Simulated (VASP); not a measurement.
# Cl (Fm-3m) in VASP: single point with PBE

Aim: the single point of Cl with PBE.

All numbers are computed with VASP 6.6.1; they aren't measurements. Logs are shortened: lines on timing, memory, paths and dates and some standing lists are left out, and cuts for length are marked.

### 1 The cell of the first run

The structure is cubic, space group Fm-3m (No. 225). Conventional cell: a = 5.130 Å, b = 5.130 Å, c = 5.130 Å, α = 90.00°, β = 90.00°, γ = 90.00°. Within 4.8 Å of Cl (site symmetry m-3m) lie 12 Cl at 3.63 Å.

### 2 Single point, PBE

Input file INCAR:

```
SYSTEM = Cl
ALGO = Normal
EDIFF = 1E-6
ENCUT = 520
GGA = PE
ISIF = 2
ISMEAR = -1
LASPH = .True.
LCHARG = .True.
LELF = .True.
LREAL = .False.
LVHAR = .True.
LWAVE = .False.
NBANDS = 10
NELM = 100
PREC = Accurate
SIGMA = 0.1
```

Input file KPOINTS:

```
k-points
0
Gamma
  6 6 6
  0 0 0
```

Input file POSCAR:

```
Cl
1.0
    0.0000000000      2.5647700000      2.5647700000
    2.5647700000      0.0000000000      2.5647700000
    2.5647700000      2.5647700000      0.0000000000
Cl
1
Direct
    0.5000000000      0.5000000000      0.5000000000
```

Potentials or basis: VASP PAW PBE potentials, release 64 (Cl).

Started as:

```sh
> cat potpaw_PBE.64/Cl/POTCAR > POTCAR
> mpirun -np 1 vasp_std > vasp.out
```

OUTCAR:

```text
SYSTEM = Cl
   EDIFF = 1E-6
   ENCUT = 520
   GGA = PE
   ISIF = 2
   ISMEAR = -1
   LASPH = .True.
   LREAL = .False.
   NELM = 100
   PREC = Accurate

 ion  position               nearest neighbor table
   1  0.500  0.500  0.500-

  LATTYP: Found a face centered cubic cell.
 ALAT       =     5.1295400000

  Lattice vectors:

 A1 = (   0.0000000000,   2.5647700000,   2.5647700000)
 A2 = (   2.5647700000,   0.0000000000,   2.5647700000)
 A3 = (   2.5647700000,   2.5647700000,   0.0000000000)

Analysis of symmetry for initial positions (statically):
=====================================================================
 Subroutine PRICEL returns:
 Original cell was already a primitive cell.

 Routine SETGRP: Setting up the symmetry group for a
 face centered cubic supercell.

 Subroutine GETGRP returns: Found 48 space group operations
 (whereof 48 operations were pure point group operations)
 out of a pool of 48 trial point group operations.

The static configuration has the point symmetry O_h .

Analysis of symmetry for dynamics (positions and initial velocities):
=====================================================================
 Subroutine PRICEL returns:
 Original cell was already a primitive cell.

 Routine SETGRP: Setting up the symmetry group for a
 face centered cubic supercell.

 Subroutine GETGRP returns: Found 48 space group operations
 (whereof 48 operations were pure point group operations)
 out of a pool of 48 trial point group operations.

The dynamic configuration has the point symmetry O_h .

 Subroutine INISYM returns: Found 48 space group operations
 (whereof 48 operations are pure point group operations),
 and found     1 'primitive' translations

----------------------------------------------------------------------------------------

                                     Primitive cell

  volume of cell :      33.7423

  direct lattice vectors                    reciprocal lattice vectors
     0.000000000  2.564770000  2.564770000    -0.194949255  0.194949255  0.194949255
     2.564770000  0.000000000  2.564770000     0.194949255 -0.194949255  0.194949255
     2.564770000  2.564770000  0.000000000     0.194949255  0.194949255 -0.194949255

  length of vectors
     3.627132518  3.627132518  3.627132518     0.337662014  0.337662014  0.337662014

  position of ions in fractional coordinates (direct lattice)
     0.500000000  0.500000000  0.500000000

  ion indices of the primitive-cell ions
   primitive index   ion index
                 1           1

----------------------------------------------------------------------------------------

 KPOINTS: k-points

Automatic generation of k-mesh.
 Grid dimensions read from file:
 generate k-points for:    6    6    6

 Generating k-lattice:

  Cartesian coordinates                     Fractional coordinates (reciprocal lattice)
    -0.032491542  0.032491542  0.032491542     0.166666667  0.000000000  0.000000000
     0.032491542 -0.032491542  0.032491542     0.000000000  0.166666667  0.000000000
     0.032491542  0.032491542 -0.032491542     0.000000000  0.000000000  0.166666667

  Length of vectors
     0.056277002  0.056277002  0.056277002

  Shift w.r.t. Gamma in fractional coordinates (k-lattice)
     0.000000000  0.000000000  0.000000000

 Subroutine IBZKPT returns following result:
 ===========================================

 Found     16 irreducible k-points:

 Following reciprocal coordinates:
            Coordinates               Weight
  0.000000  0.000000  0.000000      1.000000
  0.166667  0.000000  0.000000      8.000000
  0.333333  0.000000  0.000000      8.000000
  0.500000  0.000000  0.000000      4.000000
  0.166667  0.166667  0.000000      6.000000
  0.333333  0.166667  0.000000     24.000000
[... 8 lines left out ...]
 -0.333333  0.333333  0.166667     24.000000
 -0.333333  0.500000  0.166667     12.000000
   k-points           NKPTS =     16   k-points in BZ     NKDIM =     16   number of bands    NBANDS=     10
   number of dos      NEDOS =    301   number of ions     NIONS =      1
   total plane-waves  NPLWV =  21952
   dimension x,y,z NGX =    28 NGY =   28 NGZ =   28
   dimension x,y,z NGXF=    56 NGYF=   56 NGZF=   56
   ions per type =               1
   NGX,Y,Z   is equivalent  to a cutoff of  12.83, 12.83, 12.83 a.u.
   NGXF,Y,Z  is equivalent  to a cutoff of  25.67, 25.67, 25.67 a.u.
 SYSTEM =  Cl
   PREC   = accura    normal or accurate (medium, high low for compatibility)
   ISTART =      0    job   : 0-new  1-cont  2-samecut
   ICHARG =      2    charge: 1-file 2-atom 10-const
   ISPIN  =      1    spin polarized calculation?
   LNONCOLLINEAR =      F non collinear calculations
   LSORBIT =      F    spin-orbit coupling
   LASPH  =      T    aspherical Exc in radial PAW
   ENCUT  =  520.0 eV  38.22 Ry    6.18 a.u.   6.74  6.74  6.74*2*pi/ulx,y,z
   NELM   =    100;   NELMIN=  2; NELMDL= -5     # of ELM steps
   EDIFF  = 0.1E-05   stopping-criterion for ELM
   LREAL  =      F    real-space projection
   EDIFFG = 0.1E-04   stopping-criterion for IOM
   NSW    =      0    number of steps for IOM
   IBRION =     -1    ionic relax: 0-MD 1-quasi-New 2-CG
   NFREE  =      0    steps in history (QN), initial steepest desc. (CG)
   ISIF   =      2    stress and relaxation
   ISYM   =      2    0-nonsym 1-usesym 2-fastsym
   POTIM  = 0.5000    time-step for ionic-motion
   TEBEG  =    0.0;   TEEND  =   0.0 temperature during run
   PSTRESS=    0.0 pullay stress
   NELECT =       7.0000    total number of electrons
   NUPDOWN=      -1.0000    fix difference up-down
   EMIN   =  10.00;   EMAX   =-10.00  energy-range for DOS
   EFERMI =   0.00;   METHOD = LEGACY
   ISMEAR =    -1;   SIGMA  =   0.10  broadening in eV -4-tet -1-fermi 0-gaus
   EFERMI_NEDOS =   21; number of points for ismear=-14 and -15
   IALGO  =     38    algorithm
   IMIX   =      4    mixing-type and parameters
     AMIX     =   0.40;   BMIX     =  1.00
     AMIX_MAG =   1.60;   BMIX_MAG =  1.00
  volume/ion in A,a.u.               =      33.74       227.70
  Fermi-wavevector in a.u.,A,eV,Ry     =   0.969131  1.831392 12.778791  0.939215
  Thomas-Fermi vector in A             =   2.099158
   LORBIT       =      0    0 simple, 1 ext, 2 COOP (PROOUT), +10 PAW based schemes
   GGA     = PE    functional components
   LHFCALC =     F    Hartree Fock is set to
   AEXX    =    0.0000 exact exchange contribution
   IVDW    =     0    specifies the selected vdW correction
   LEPSILON=     F    determine dielectric tensor
   LRPA    =     F    only Hartree local field effects (RPA)
 non-spin polarized calculation
  energy-cutoff  :      520.00
  volume of cell :       33.74
 maximum number of plane-waves:       934
   NGX = 13   NGY = 13   NGZ = 13

 number of electron       7.0000002 magnetization

 Free energy of the ion-electron system (eV)
  ---------------------------------------------------
  ext. energy  EPLUGINS =         0.00000000
  ---------------------------------------------------
  free energy    TOTEN  =        -0.72713160 eV

  energy without entropy =       -0.60435838  energy(sigma->0) =       -0.66574499

 E-fermi :  -2.4582     XC(G=0):  -7.4230

 val. band max:       -2.5050043781   @ k =   0.3333   0.1667   0.0000
 cond. band min:      -2.4002216097   @ k =  -0.3333   0.1667   0.0000
 fundamental gap:      0.1047827684
 Fermi energy:        -2.4581656870

 k-point     1 :       0.0000    0.0000    0.0000
  band No.  band energies     occupation
      1     -15.7210      2.00000
      2      -2.1419      0.08121
      3      -2.1419      0.08121
      4      -2.1419      0.08121
      5       5.3653      0.00000
      6      11.4120      0.00000
      7      11.4120      0.00000
      8      11.4120      0.00000
      9      14.1219      0.00000
     10      14.1219      0.00000

 k-point     2 :       0.1667    0.0000    0.0000
  band No.  band energies     occupation
      1     -15.6073      2.00000
      2      -2.8223      1.94892
      3      -2.2081      0.15158
      4      -2.2081      0.15158
      5       6.2375      0.00000
      6      10.5653      0.00000
      7      11.6946      0.00000
      8      11.6946      0.00000
      9      13.6447      0.00000
     10      13.6447      0.00000

 k-point     3 :       0.3333    0.0000    0.0000
  band No.  band energies     occupation
      1     -15.3645      2.00000
      2      -3.9513      2.00000
      3      -2.3339      0.44799
      4      -2.3339      0.44799
      5       7.3200      0.00000
      6      10.3666      0.00000
      7      11.3336      0.00000
      8      11.3336      0.00000
      9      14.6931      0.00000
     10      14.6931      0.00000

 k-point     4 :       0.5000    0.0000    0.0000
  band No.  band energies     occupation
      1     -15.2342      2.00000
      2      -4.4502      2.00000
      3      -2.3940      0.68979
      4      -2.3940      0.68979
      5       7.3968      0.00000
      6      10.9916      0.00000
      7      10.9916      0.00000
      8      10.9941      0.00000
      9      16.1507      0.00000
     10      16.2070      0.00000
[... 118 lines left out ...]
 k-point    14 :       0.5000    0.3333    0.1667
  band No.  band energies     occupation
      1     -15.2022      2.00000
      2      -3.8838      2.00000
      3      -3.0730      1.99573
      4      -2.6233      1.67809
      5       8.3002      0.00000
      6       9.3484      0.00000
      7      10.0011      0.00000
      8      12.9646      0.00000
      9      14.2139      0.00000
     10      17.1138      0.00000

 k-point    15 :      -0.3333    0.3333    0.1667
  band No.  band energies     occupation
      1     -15.1150      2.00000
      2      -3.9409      2.00000
      3      -3.3527      1.99974
      4      -2.7576      1.90460
      5       8.5132      0.00000
      6       9.2653      0.00000
      7      10.4467      0.00000
      8      12.4725      0.00000
      9      15.3264      0.00000
     10      17.2002      0.00000

 k-point    16 :      -0.3333    0.5000    0.1667
  band No.  band energies     occupation
      1     -15.0749      2.00000
      2      -3.9409      2.00000
      3      -3.2868      1.99950
      4      -2.9937      1.99060
      5       7.6771      0.00000
      6       9.0146      0.00000
      7      11.2765      0.00000
      8      13.0245      0.00000
      9      16.9155      0.00000
     10      17.4404      0.00000

------------------------ aborting loop because EDIFF is reached ----------------------------------------

  FORCE on cell =-STRESS in cart. coord.  units (eV):
  Direction    XX          YY          ZZ          XY          YZ          ZX
  --------------------------------------------------------------------------------------
  -------------------------------------------------------------------------------------
  Total       -0.7146417     -0.7146417     -0.7146417      0.0000000      0.0000000     -0.0000000
  in kB      -33.9331084    -33.9331084    -33.9331084      0.0000000      0.0000000     -0.0000000
  external PRESSURE =     -33.9331084 kB  Pullay stress =       0.0000000 kB

 VOLUME and BASIS-vectors are now :
 -----------------------------------------------------------------------------
  energy-cutoff  :      520.00
  volume of cell :       33.74
      direct lattice vectors                 reciprocal lattice vectors
     0.000000000  2.564770000  2.564770000    -0.194949255  0.194949255  0.194949255
     2.564770000  0.000000000  2.564770000     0.194949255 -0.194949255  0.194949255
     2.564770000  2.564770000  0.000000000     0.194949255  0.194949255 -0.194949255

 POSITION                                       TOTAL-FORCE (eV/Angst)
 -----------------------------------------------------------------------------------
      2.56477      2.56477      2.56477        -0.000000      0.000000      0.000000
 -----------------------------------------------------------------------------------
    total drift:                                0.000000      0.000000      0.000000

  FREE ENERGIE OF THE ION-ELECTRON SYSTEM (eV)
  ---------------------------------------------------
  free  energy   TOTEN  =        -0.7271316009 eV

  energy  without entropy=       -0.6043583796  energy(sigma->0) =       -0.66574499
```

Wall time 2.6 s (1 thread of Intel Xeon 6975P-C (Granite Rapids), shared host); peak memory 0.14 GiB.

What came out:

| Item | Value |
| --- | --- |
| Free energy | -0.7271 eV |
| Pressure | -3.4 GPa |

Caveat: an odd number of electrons without spin polarisation forces a metal; a magnetic or distorted state may lie lower.
